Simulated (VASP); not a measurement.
A run of VASP 6.6.1 is set up as follows.

INCAR

```
SYSTEM = Al3Ni2
  PREC = Accurate
  ENCUT = 520
  EDIFF = 1E-7
  ISMEAR = 0
  SIGMA = 0.15
  LREAL = .False.
  LASPH = .True.
  NELM = 100
  ALGO = Fast
  ISIF = 2
  LWAVE = .False.
  LCHARG = .False.
  GGA = PS
  NBANDS = 22
```

KPOINTS

```
regular mesh
0
Gamma
  12 12 10
  0 0 0
```

Contents of POSCAR:

```
Al3Ni2
1.0
    4.0031396433      0.0000000000      0.0000000000
   -2.0015698216      3.4668206260      0.0000000000
    0.0000000000      0.0000000000      4.7379779954
Al Ni
3 2
Direct
    0.0000000000      0.0000000000      0.0000000000
    0.3333333333      0.6666666667      0.6477829059
    0.6666666667      0.3333333333      0.3522170941
    0.3333333333      0.6666666667      0.1455709067
    0.6666666667      0.3333333333      0.8544290933
```

Potentials or basis: VASP PAW PBE potentials, release 64 (Al, Ni).

The run is started by

```bash
$ cat potpaw_PBE.64/Al/POTCAR potpaw_PBE.64/Ni/POTCAR > POTCAR
$ mpirun -np 1 vasp_std > vasp.out
```

Task: Estimate the band gap on the k mesh.

Result: Zero (an odd number of electrons rules out a gap without spin polarisation).

Task: Estimate the largest force.

Result: 0.079 eV/Å.

Task: Predict the pressure.

Result: 4.1 GPa.

Stress tensor (GPa, compression positive):
```
1.92 0.00 0.00
0.00 1.92 0.00
0.00 0.00 8.62
```

Caveat: the cell differs from its parent crystal (strain +0.000 along x and y, -0.025 along z); the cell stands under pressure; the PAW data sets were made with another functional, which shifts forces and pressure a little. Spin polarisation is off, so any magnetic state and its effect on volume and gap are missing.
